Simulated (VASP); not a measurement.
Here is a VASP 6.6.1 calculation.

Contents of INCAR:

```
SYSTEM = BiTe
  PREC = Accurate
  ENCUT = 520
  EDIFF = 1E-6
  ISMEAR = -1
  SIGMA = 0.05
  LREAL = .FALSE.
  LASPH = .TRUE.
  NELM = 80
  ALGO = Normal
  ISIF = 2
  LWAVE = .FALSE.
  LCHARG = .FALSE.
  GGA = PS
  NBANDS = 18
```

Contents of KPOINTS:

```
regular mesh
0
G
  7 7 7
  0 0 0
```

The input POSCAR:

```
BiTe
1.0
    0.0000000000      3.2984474805      3.2984474805
    3.2984474805      0.0000000000      3.2984474805
    3.2984474805      3.2984474805      0.0000000000
Bi Te
1 1
Direct
    0.0000000000      0.0000000000      0.0000000000
    0.5000000000      0.5000000000      0.5000000000
```

Potentials or basis: VASP PAW PBE potentials, release 64 (Bi_d, Te).

The run is started by

```console
$ cat potpaw_PBE.64/Bi_d/POTCAR potpaw_PBE.64/Te/POTCAR > POTCAR
$ mpirun -np 1 vasp_std > vasp.out
```

**Question.** Estimate the pressure.

**Answer.** -3.9 GPa.

Caveat: the PAW data sets were made with another functional, which shifts forces and pressure a little.
